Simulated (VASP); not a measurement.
Pt, 1 atom in the cell. It takes space group Fm-3m (No. 225, cubic). The conventional cell has a = 3.922 Å, b = 3.922 Å, c = 3.922 Å, α = 90.00°, β = 90.00°, γ = 90.00°. Within 3.7 Å of Pt (site symmetry m-3m) lie 12 Pt at 2.77 Å. 

| Quantity | Value |
| --- | --- |
| Program | VASP 6.6.1 |
| Task | relaxation of cell and atoms |
| Functional | PBEsol |
| Potentials or basis | VASP PAW PBE potentials, release 64 (Pt) |
| Cutoff | 500 eV |
| k mesh | 19 × 19 × 19 |
| Occupations | fermi-dirac, width 0.1 eV |
| Spin | no spin polarisation |
| Target pressure | 15 GPa |
| Dipole correction | no |
| Further INCAR settings | ALGO = Normal; EDIFF = 1e-07; IBRION = 2; EDIFFG = -0.03; NSW = 80; ISIF = 3 |

Potentials or basis: VASP PAW PBE potentials, release 64 (Pt).

Command:

```sh
$ cat potpaw_PBE.64/Pt/POTCAR > POTCAR
$ mpirun -np 1 vasp_std > vasp.out
```

Hardware: 1 thread of Intel(R) Xeon(R) Platinum 8559C (Emerald Rapids), on a shared host.

Task: Estimate the wall time of this run.

Result: Wall time 44 s on 1 thread of Intel(R) Xeon(R) Platinum 8559C (Emerald Rapids), on a shared host, peak memory 0.16 GiB. Counts: scf iterations 41, k points 220, ion steps 5.
